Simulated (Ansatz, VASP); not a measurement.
# One calculation of Al, two programs

```
Al
1.0
     0.00000    2.02003    2.02003
     2.02003    0.00000    2.02003
     2.02003    2.02003    0.00000
Al
1
Direct
  0.00000 0.00000 0.00000
```

Alike in both runs: functional PBE; k mesh 17 × 17 × 17; occupations fermi-dirac, width 0.05 eV; no spin polarisation.

Ansatz relaxed the structure, and its values are those at the end. VASP's run is a single point on that final structure, the one shown.

|  | VASP | Ansatz |
| --- | --- | --- |
| version | VASP 6.6.1 | Ansatz 0.2.0 |
| potentials or method | VASP PAW PBE potentials, release 64 (Al) | PAW with Ansatz's default frozen-core files, scalar-relativistic |
| plane-wave cutoff (eV) | 520 | 420 |
| valence electrons in the cell | 3 | 3 |

|  | VASP | Ansatz | Ansatz less VASP |
| --- | --- | --- | --- |
| pressure (GPa) | 0.0 | 0.0 | +0.04 |
